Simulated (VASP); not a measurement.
Na3B, 8 atoms in the cell. It takes space group I4/mmm (No. 139, tetragonal). The conventional cell has a = 4.649 Å, b = 4.649 Å, c = 7.939 Å, α = 90.00°, β = 90.00°, γ = 90.00°. Na (site symmetry 4/mmm) has 8 Na at 3.06 Å and 6 B at 3.29 to 3.97 Å within 4.0 Å. Within 4.0 Å of Na (site symmetry -4m2) lie 10 Na at 3.06 to 3.97 Å and 4 B at 3.06 Å. Within 4.0 Å of B (site symmetry 4/mmm) lie 14 Na at 3.06 to 3.97 Å. 

- Program: VASP 6.6.1
- Task: single point
- Functional: PBE
- Potentials or basis: VASP PAW PBE potentials, release 64 (Na_pv, B)
- Cutoff: 520 eV
- k mesh: 6 × 6 × 6
- Occupations: gaussian, width 0.1 eV
- Spin: no spin polarisation
- Dipole correction: no
- Further INCAR settings: ALGO = Fast; EDIFF = 1e-06; NBANDS = 34

Potentials or basis: VASP PAW PBE potentials, release 64 (Na_pv, B).

Launch:

```console
$ cat potpaw_PBE.64/Na_pv/POTCAR potpaw_PBE.64/B/POTCAR > POTCAR
$ mpirun -np 1 vasp_std > vasp.out
```

Hardware: 1 thread of Intel(R) Xeon(R) Platinum 8488C (Sapphire Rapids) (shared host).

Problem. How long does it take, and how much memory?

Solution. It took 4.7 min on 1 thread of Intel(R) Xeon(R) Platinum 8488C (Sapphire Rapids) (shared host), peak memory 0.45 GiB. Counts: scf iterations 15, k points 68.
